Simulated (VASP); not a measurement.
**NdTl2P3: single point with PBE**

Crystal: NdTl2P3.

```
CELL_PARAMETERS angstrom
5.54596 0.00000 0.00000
-2.77298 4.80294 0.00000
0.00000 0.00000 9.37369
ATOMIC_POSITIONS crystal
Nd 0.00000 0.00000 0.50000
Tl 0.00000 0.00000 0.83174
Tl 0.00000 0.00000 0.16826
P 0.49999 0.00000 0.50000
P 0.00000 0.49999 0.50000
P 0.50001 0.50001 0.50000
```

The cell was built from a structure type or drawn by symmetry, and may not be a known phase.

| Quantity | Value |
| --- | --- |
| Program | VASP 6.6.1 |
| Task | single point |
| Functional | PBE |
| Potentials or basis | VASP PAW PBE potentials, release 64 (Nd_3, Tl_d, P), 4f in core |
| Cutoff | 500 eV |
| k mesh | 4 × 4 × 2 |
| Occupations | gaussian, width 0.2 eV |
| Spin | no spin polarisation |
| Dipole correction | no |
| Mended | yes |
| Further INCAR settings | ALGO = Normal; EDIFF = 1e-06; NBANDS = 35 |

```yaml
Pressure: -0.1 GPa
Largest_force: 0.016 eV/Å
Band_gap_on_the_k_mesh: zero (bands 26 and 27 overlap by 0.86 eV)
```

Forces in eV/Å, atoms in the order of the input:
```
Nd   0.000  0.000  0.000
Tl   0.000  0.000 -0.016
Tl   0.000  0.000  0.016
P    0.001  0.000  0.000
P    0.000  0.001  0.000
P    0.000 -0.001  0.000
```

Levels at points of the mesh, in eV from the Fermi level:
```
           k point  band 24  band 25  band 26  band 27  band 28  band 29
(0.00, 0.00, 0.00)    -0.95     0.43     0.43     1.00     1.00     1.53
(0.50, 0.00, 0.00)    -0.76    -0.62    -0.54    -0.27    -0.07    -0.01
(0.00, 0.00, 0.50)     0.42     0.42     0.58     0.58     0.87     2.07
(0.50, 0.00, 0.50)    -0.74    -0.55    -0.10     0.02     0.32     0.85
```

Run time: 40 s on 1 thread of Intel(R) Xeon(R) 6975P-C (Granite Rapids), with other jobs on the host, peak memory 0.35 GiB.

Caveat: spin-orbit coupling is left out, which moves the levels of the heavy elements; the 4f electrons are frozen in the core, so they carry no moment and show no levels. Spin polarisation is off, so any magnetic state and its effect on volume and gap are missing.
